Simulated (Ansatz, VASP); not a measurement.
## AgC2: VASP beside Ansatz

```
CELL_PARAMETERS angstrom
-1.25643 1.25643 4.89427
1.25643 -1.25643 4.89427
1.25643 1.25643 -4.89427
ATOMIC_POSITIONS crystal
Ag 0.00000 0.00000 0.00000
C 0.23976 0.23976 0.00000
C 0.76024 0.76024 0.00000
```

Change from the starting cell: species swapped into the Si2W type (I4/mmm, No. 139).

Alike in both runs: functional PBE; k mesh 8 × 8 × 8; occupations gaussian, width 0.2 eV; no spin polarisation.

Ansatz relaxed the structure, and its values are those at the end. VASP's run is a single point on that final structure, the one shown.

|  | VASP | Ansatz |
| --- | --- | --- |
| version | VASP 6.6.1 | Ansatz 0.2.0 |
| potentials or method | VASP PAW PBE potentials, release 64 (Ag, C), cutoff 600 eV | scalar-relativistic, plane waves, PAW |
| valence electrons in the cell | 19 | 27 |

Ansatz gave:

```
gap on the k mesh at the Fermi level (eV) : none
pressure (GPa)                            : -0.2
rms of the force components (eV/Å)        : 0.011
```

Problem. Which values does VASP return?

Solution. gap on the k mesh at the Fermi level (eV): none; pressure (GPa): -0.4; rms of the force components (eV/Å): 0.005.

A gap of «none» marks a metal or a gap that the smearing closes. VASP's potentials hold 19 valence electrons a cell and Ansatz's 27, so a difference there can come from the potentials and not from the codes.

The k mesh is coarse, so the values compare programs but aren't converged.
